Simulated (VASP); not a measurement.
The system is KCl.

```
K Cl
1.0
     0.00000    3.14485    3.14485
     3.14485    0.00000    3.14485
     3.14485    3.14485    0.00000
K Cl
1 1
Cartesian
  0.0000 0.0000 0.0000
  3.1448 3.1448 3.1448
```

Base run:

| Property | Result |
| --- | --- |
| Program | VASP 6.6.1 |
| Functional | r2SCAN |
| Potentials or basis | VASP PAW PBE potentials, release 64 (K_sv, Cl) |
| Cutoff | 520 eV |
| k mesh | 6 × 6 × 6 |
| Occupations | gaussian, width 0.01 eV |
| Spin | no spin polarisation |

Its results: band gap on the k mesh 5.84 eV, direct; pressure 0.0 GPa.

Task: After a change of settings the same cell gave: band gap on the k mesh 5.84 eV, direct; pressure -0.5 GPa. Which change was it?
A. dispersion from none to D3(BJ)
B. functional from r2SCAN to HSE06; k mesh from 6 × 6 × 6 to 4 × 4 × 4
C. functional from r2SCAN to PBE-based screened hybrid; k mesh from 6 × 6 × 6 to 4 × 4 × 4

Result: A.

Dispersion adds attraction, which lowers the pressure at fixed volume and, as a term added to the energy, leaves the levels alone.

Caveats: the PAW data sets were made with another functional, which shifts forces and pressure a little.
